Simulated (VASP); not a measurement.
# Ti3PO2 (P1) in VASP: further runs

The runs below take Ti3PO2 through single point, with r2SCAN, LDA.

Program: VASP 6.6.1. These are calculated values, not measurements. Logs are shortened: lines on timing, memory, paths and dates and some standing lists are left out, and cuts for length are marked.

**1. The cell of the first run**

The typed cell holds 6 atoms: a = 3.172 Å, b = 3.172 Å, c = 8.023 Å, α = 90.00°, β = 90.00°, γ = 120.00°.

**2. Single point, r2SCAN**

POSCAR reads:

```
Ti3PO2
1.0
    3.1724101510      0.0000000000      0.0000000000
   -1.5862050755      2.7473877820      0.0000000000
    0.0000000000      0.0000000000      8.0228210000
Ti P O
3 1 2
Direct
    0.0063260000      0.0119380000     -0.0023080000
    0.6663750000      0.3350840000      0.2905500000
    0.3096740000      0.6614990000      0.7031260000
   -0.0050960000      0.0085090000      0.4948450000
    0.6406770000      0.3203160000      0.8503140000
    0.3282720000      0.6763660000      0.1376010000
```

INCAR.step1 reads:

```
PREC     = Accurate       # precision mode
ENCUT    = 520            # plane-wave cutoff, eV
ISMEAR   = 0              # smearing method
SIGMA    = 0.01           # smearing width, eV
LREAL    = F              # projectors in reciprocal space
LASPH    = T              # aspherical terms in the spheres
NELM     = 100            # most SCF steps
NBANDS   = 36             # bands
GGA      = PE             # functional
ALGO     = Normal         # electronic algorithm
EDIFF    = 1E-4           # SCF threshold, eV
LWAVE    = T              # write WAVECAR
LCHARG   = F              # write CHGCAR
```

INCAR.step2 reads:

```
PREC     = Accurate       # precision mode
ENCUT    = 520            # plane-wave cutoff, eV
EDIFF    = 1E-6           # SCF threshold, eV
ISMEAR   = 0              # smearing method
SIGMA    = 0.01           # smearing width, eV
LREAL    = F              # projectors in reciprocal space
LASPH    = T              # aspherical terms in the spheres
NELM     = 100            # most SCF steps
ALGO     = Normal         # electronic algorithm
ISIF     = 2              # what is computed and relaxed
LWAVE    = F              # write WAVECAR
LCHARG   = F              # write CHGCAR
METAGGA  = R2SCAN         # meta-GGA
LMIXTAU  = T            
NBANDS   = 36             # bands
ISTART   = 1
```

KPOINTS reads:

```
Automatic mesh
0
Gamma
  7 7 3
```

Potentials or basis: VASP PAW PBE potentials, release 64 (Ti_sv, P, O).

The run is started by

```sh
cat potpaw_PBE.64/Ti_sv/POTCAR potpaw_PBE.64/P/POTCAR potpaw_PBE.64/O/POTCAR > POTCAR
cp INCAR.step1 INCAR
mpirun -np 1 vasp_std > vasp.out
cp INCAR.step2 INCAR
mpirun -np 1 vasp_std > vasp.out
```

OUTCAR:

```text
PREC = Accurate
   ENCUT = 520
   EDIFF = 1E-6
   ISMEAR = 0
   LREAL = F
   LASPH = T
   NELM = 100
   ISIF = 2
   METAGGA = R2SCAN
   ISTART = 1

 ion  position               nearest neighbor table
   1  0.006  0.012  0.998-   5 2.11   6 2.13   6 2.14   6 2.17   5 2.20   5 2.24
   2  0.666  0.335  0.291-   6 2.19   6 2.19   6 2.23   4 2.43   4 2.47   4 2.47
   3  0.310  0.661  0.703-   5 2.16   5 2.18   5 2.19   4 2.45   4 2.47   4 2.52
   4  0.995  0.009  0.495-   2 2.43   3 2.45   2 2.47   3 2.47   2 2.47   3 2.52
   5  0.641  0.320  0.850-   1 2.11   3 2.16   3 2.18   3 2.19   1 2.20   1 2.24
   6  0.328  0.676  0.138-   1 2.13   1 2.14   1 2.17   2 2.19   2 2.19   2 2.23

  LATTYP: Found a hexagonal cell.
 ALAT       =     3.1724101510
 C/A-ratio  =     2.5289356099

  Lattice vectors:

 A1 = (   3.1724101510,   0.0000000000,   0.0000000000)
 A2 = (  -1.5862050755,   2.7473877820,   0.0000000000)
 A3 = (   0.0000000000,   0.0000000000,   8.0228210000)

Analysis of symmetry for initial positions (statically):
=====================================================================
 Subroutine PRICEL returns:
 Original cell was already a primitive cell.

 Routine SETGRP: Setting up the symmetry group for a
 hexagonal supercell.

 Subroutine GETGRP returns: Found  1 space group operations
 (whereof  1 operations were pure point group operations)
 out of a pool of 24 trial point group operations.

The static configuration has the point symmetry C_1 .

Analysis of symmetry for dynamics (positions and initial velocities):
=====================================================================
 Subroutine PRICEL returns:
 Original cell was already a primitive cell.

 Routine SETGRP: Setting up the symmetry group for a
 hexagonal supercell.

 Subroutine GETGRP returns: Found  1 space group operations
 (whereof  1 operations were pure point group operations)
 out of a pool of 24 trial point group operations.

The dynamic configuration has the point symmetry C_1 .

 Subroutine INISYM returns: Found  1 space group operations
 (whereof  1 operations are pure point group operations),
 and found     1 'primitive' translations

----------------------------------------------------------------------------------------

                                     Primitive cell

  volume of cell :      69.9256

  direct lattice vectors                    reciprocal lattice vectors
     3.172410151  0.000000000  0.000000000     0.315217753  0.181991055  0.000000000
    -1.586205075  2.747387782  0.000000000     0.000000000  0.363982109  0.000000000
     0.000000000  0.000000000  8.022821000     0.000000000  0.000000000  0.124644436
[... 98 lines left out ...]
   ISIF   =      2    stress and relaxation
   ISYM   =      2    0-nonsym 1-usesym 2-fastsym
   POTIM  = 0.5000    time-step for ionic-motion
   TEBEG  =    0.0;   TEEND  =   0.0 temperature during run
   PSTRESS=    0.0 pullay stress
   NELECT =      53.0000    total number of electrons
   NUPDOWN=      -1.0000    fix difference up-down
   EMIN   =  10.00;   EMAX   =-10.00  energy-range for DOS
   EFERMI =   0.00;   METHOD = LEGACY
   ISMEAR =     0;   SIGMA  =   0.01  broadening in eV -4-tet -1-fermi 0-gaus
   EFERMI_NEDOS =   21; number of points for ismear=-14 and -15
   IALGO  =     38    algorithm
   IMIX   =      4    mixing-type and parameters
     AMIX     =   0.40;   BMIX     =  1.00
     AMIX_MAG =   1.60;   BMIX_MAG =  1.00
  volume/ion in A,a.u.               =      11.65        78.65
  Fermi-wavevector in a.u.,A,eV,Ry     =   1.492639  2.820678 30.313370  2.227970
  Thomas-Fermi vector in A             =   2.605141
   LORBIT       =      0    0 simple, 1 ext, 2 COOP (PROOUT), +10 PAW based schemes
   METAGGA = R2SCAN    functional components
   LHFCALC =     F    Hartree Fock is set to
   AEXX    =    0.0000 exact exchange contribution
   IVDW    =     0    specifies the selected vdW correction
   LEPSILON=     F    determine dielectric tensor
   LRPA    =     F    only Hartree local field effects (RPA)
 non-spin polarized calculation
 Gauss-broadening in eV      SIGMA  =   0.01
  energy-cutoff  :      520.00
  volume of cell :       69.93
 maximum number of plane-waves:      1899
   NGX = 11   NGY = 11   NGZ = 29

 number of electron      53.0000006 magnetization

 Free energy of the ion-electron system (eV)
  ---------------------------------------------------
  ext. energy  EPLUGINS =         0.00000000
  ---------------------------------------------------
  free energy    TOTEN  =       -71.46464531 eV

  energy without entropy =      -71.46423137  energy(sigma->0) =      -71.46443834

 E-fermi :  10.9301     XC(G=0): -12.9683

 val. band max:       10.9251369517   @ k =   0.2857   0.1429   0.0000
 cond. band min:      10.9302358612   @ k =   0.2857   0.0000   0.3333
 fundamental gap:      0.0050989095
 Fermi energy:        10.9301377522

 k-point     1 :       0.0000    0.0000    0.0000
  band No.  band energies     occupation
      1     -49.5119      2.00000
      2     -49.1509      2.00000
      3     -49.0956      2.00000
      4     -24.9328      2.00000
      5     -24.6803      2.00000
      6     -24.6716      2.00000
[... 925 lines left out ...]
     35      13.2185      0.00000
     36      13.7728      0.00000

 [... further k-points ...]

------------------------ aborting loop because EDIFF is reached ----------------------------------------

  FORCE on cell =-STRESS in cart. coord.  units (eV):
  Direction    XX          YY          ZZ          XY          YZ          ZX
  --------------------------------------------------------------------------------------
  -------------------------------------------------------------------------------------
  Total       -0.6882424     -0.7148538     -1.0509244     -0.0867356     -0.1164374     -0.1013978
  in kB      -15.7694153    -16.3791523    -24.0794008     -1.9873368     -2.6678834     -2.3232873
  external PRESSURE =     -18.7426562 kB  Pullay stress =       0.0000000 kB

 VOLUME and BASIS-vectors are now :
 -----------------------------------------------------------------------------
  energy-cutoff  :      520.00
  volume of cell :       69.93
      direct lattice vectors                 reciprocal lattice vectors
     3.172410151  0.000000000  0.000000000     0.315217753  0.181991055  0.000000000
    -1.586205075  2.747387782  0.000000000     0.000000000  0.363982109  0.000000000
     0.000000000  0.000000000  8.022821000     0.000000000  0.000000000  0.124644436

 POSITION                                       TOTAL-FORCE (eV/Angst)
 -----------------------------------------------------------------------------------
      0.00113      0.03280      8.00430        -0.375835     -0.223089     -0.162285
      1.58250      0.92061      2.33103        -0.145010      0.095573     -0.206383
     -0.06686      1.81739      5.64105         0.074389     -0.007150      0.005527
      3.14275      0.02338      3.97005        -0.031684     -0.204755      0.110477
      1.52440      0.88003      6.82192         0.268973      0.405774      0.201410
     -0.03144      1.85824      1.10395         0.209168     -0.066353      0.051254
 -----------------------------------------------------------------------------------
    total drift:                                0.000152     -0.000016     -0.000921

  FREE ENERGIE OF THE ION-ELECTRON SYSTEM (eV)
  ---------------------------------------------------
  free  energy   TOTEN  =       -71.4646453113 eV

  energy  without entropy=      -71.4642313673  energy(sigma->0) =      -71.46443834
```

OUTCAR.step1:

```text
PREC = Accurate
   ENCUT = 520
   ISMEAR = 0
   LREAL = F
[... 1173 lines left out ...]
     -0.06686      1.81739      5.64105         0.082200      0.001258      0.063274
      3.14275      0.02338      3.97005        -0.034188     -0.213910      0.118000
      1.52440      0.88003      6.82192         0.252782      0.385732      0.152134
     -0.03144      1.85824      1.10395         0.185682     -0.084400      0.074674
 -----------------------------------------------------------------------------------
    total drift:                                0.000323     -0.000006     -0.000571

  FREE ENERGIE OF THE ION-ELECTRON SYSTEM (eV)
  ---------------------------------------------------
  free  energy   TOTEN  =       -49.6058972863 eV

  energy  without entropy=      -49.6054897380  energy(sigma->0) =      -49.60569351
```

OSZICAR.step1:

```text
N       E                     dE             d eps       ncg     rms          rms(c)
DAV:   1     0.719167218222E+03    0.71917E+03   -0.25612E+04  5328   0.177E+03
DAV:   2     0.496576986201E+02   -0.66951E+03   -0.64692E+03  5352   0.539E+02
DAV:   3    -0.512126938663E+02   -0.10087E+03   -0.98757E+02  7972   0.187E+02
DAV:   4    -0.583041407531E+02   -0.70914E+01   -0.69928E+01  8256   0.472E+01
DAV:   5    -0.586370059464E+02   -0.33287E+00   -0.33211E+00  7608   0.894E+00    0.237E+01
DAV:   6    -0.505026766017E+02    0.81343E+01   -0.72941E+01  8160   0.602E+01    0.116E+01
DAV:   7    -0.527267272648E+02   -0.22241E+01   -0.59649E+01  8100   0.347E+01    0.129E+01
DAV:   8    -0.498085347785E+02    0.29182E+01   -0.62205E+00  8144   0.176E+01    0.599E+00
DAV:   9    -0.498904351653E+02   -0.81900E-01   -0.42973E+00  9276   0.118E+01    0.503E+00
DAV:  10    -0.499682388473E+02   -0.77804E-01   -0.35717E+00  8800   0.145E+01    0.636E+00
DAV:  11    -0.496324865655E+02    0.33575E+00   -0.43025E+00  8316   0.842E+00    0.145E+00
DAV:  12    -0.496084495779E+02    0.24037E-01   -0.29449E-01  7992   0.437E+00    0.643E-01
DAV:  13    -0.496081604242E+02    0.28915E-03   -0.77753E-02  7828   0.162E+00    0.472E-01
DAV:  14    -0.496061395462E+02    0.20209E-02   -0.85156E-03  8212   0.693E-01    0.156E-01
DAV:  15    -0.496058867157E+02    0.25283E-03   -0.20795E-03  7248   0.252E-01    0.348E-02
DAV:  16    -0.496058972863E+02   -0.10571E-04   -0.13641E-04  4320   0.974E-02
   1 F= -.49605897E+02 E0= -.49605694E+02  d E =-.407548E-03
```

Wall time 8.9 min (1 thread of Intel Xeon Platinum 8488C (Sapphire Rapids), shared host); peak memory 0.29 GiB.

Results:

```
Free energy            : -71.4646 eV
Pressure               : -1.9 GPa
Largest force          : 0.527 eV/Å
Band gap on the k mesh : zero (an odd number of electrons rules out a gap without spin polarisation)
```

Forces in eV/Å, atoms in the order of the input:
```
Ti  -0.376 -0.223 -0.162
Ti  -0.145  0.096 -0.206
Ti   0.074 -0.007  0.006
P   -0.032 -0.205  0.110
O    0.269  0.406  0.201
O    0.209 -0.066  0.051
```

Caveat: the PAW data sets were made with another functional, which shifts forces and pressure a little; an odd number of electrons without spin polarisation forces a metal; a magnetic or distorted state may lie lower.

(Part 1 of 2 ends here.)
